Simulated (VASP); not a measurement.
Write the native input for VASP 6.6.1 that does the following.

- Task: single point
- Functional: LDA
- Potentials or basis: VASP PAW LDA potentials, release 64 (Zn, Cu)
- Cutoff: 520 eV
- k mesh: 17 × 17 × 1
- Occupations: fermi-dirac, width 0.05 eV
- Spin: no spin polarisation
- Dipole correction: yes
- Further INCAR settings: ALGO = Normal; EDIFF = 1e-06; NBANDS = 24

The structure of ZnCu2 (Cu (111), 3 layers) lies in POSCAR:

```
ZnCu2
1.0
    2.4873748555      0.0000000000      0.0000000000
   -1.2436874278      2.1541298136      0.0000000000
    0.0000000000      0.0000000000     20.0619000000
Zn Cu
1 2
Direct
    0.1666666667      0.3333333333      0.4002530736
    0.5000000000      1.0000000000      0.5000000120
    0.8333333333      0.6666666667      0.5997469141
```

These files were run (other wordings do the same):

INCAR

```
SYSTEM = ZnCu2
PREC = Accurate
ENCUT = 520
EDIFF = 1E-6
ISMEAR = -1
SIGMA = 0.05
LREAL = .FALSE.
LASPH = .TRUE.
NELM = 100
ALGO = Normal
ISIF = 2
LWAVE = .FALSE.
LCHARG = .TRUE.
LDIPOL = .TRUE.
IDIPOL = 3
DIPOL = 0.5 0.5 0.500
LELF = .TRUE.
LVHAR = .TRUE.
LVACPOTAV = .TRUE.
NBANDS = 24
```

KPOINTS

```
Automatic mesh
0
G
  17 17 1
  0 0 0
```

Potentials or basis: VASP PAW LDA potentials, release 64 (Zn, Cu).

Run with:

```console
$ cat potpaw_LDA.64/Zn/POTCAR potpaw_LDA.64/Cu/POTCAR > POTCAR
$ mpirun -np 1 vasp_std > vasp.out
```

It gave:

The largest force is 0.754 eV/Å. The band gap on the k mesh is zero (band 17 reaches 1.26 eV, above the bottom of band 18 at -2.94 eV).

Wall time 50 s on 1 thread of Intel(R) Xeon(R) 6975P-C (Granite Rapids), with other jobs on the host, peak memory 0.22 GiB.
